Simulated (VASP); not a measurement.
Set up this calculation in VASP 6.6.1, as the native input.

```
Task                   : single point
Functional             : PBE
Potentials or basis    : VASP PAW PBE potentials, release 64 (Ta_pv)
Cutoff                 : 520 eV
k mesh                 : 12 × 12 × 12
Occupations            : fermi-dirac, width 0.08 eV
Spin                   : no spin polarisation
Dipole correction      : no
Further INCAR settings : ALGO = Normal; EDIFF = 1e-06; NBANDS = 18
```

The structure of Ta lies in POSCAR:

```
Ta
1.0
    3.3195547167      0.0000000000      0.0000000000
    0.0000000000      3.3195547167      0.0000000000
    0.0000000000      0.0000000000      3.3195547167
Ta
2
Direct
    0.0000000000      0.0000000000      0.0000000000
    0.5000000000      0.5000000000      0.5000000000
```

One way to write it, as run:

INCAR

```
PREC = Accurate
ENCUT = 520
EDIFF = 1E-6
ISMEAR = -1
SIGMA = 0.08
LREAL = F
LASPH = T
NELM = 80
ALGO = Normal
ISIF = 2
LWAVE = F
LCHARG = T
GGA = PE
LELF = T
LVHAR = T
NBANDS = 18
```

KPOINTS

```
Automatic mesh
0
Gamma
  12 12 12
```

Potentials or basis: VASP PAW PBE potentials, release 64 (Ta_pv).

Run with:

```console
$ cat potpaw_PBE.64/Ta_pv/POTCAR > POTCAR
$ mpirun -np 1 vasp_std > vasp.out
```

It gave:

- Pressure: 0.1 GPa
- Band gap on the k mesh: zero (band 11 reaches 6.88 eV, above the bottom of band 12 at 4.14 eV)

Caveat: spin-orbit coupling is left out, which moves the levels of the heavy elements.

It took 31 s on 1 thread of Intel(R) Xeon(R) Platinum 8488C (Sapphire Rapids), with other jobs on the host, peak memory 0.19 GiB.
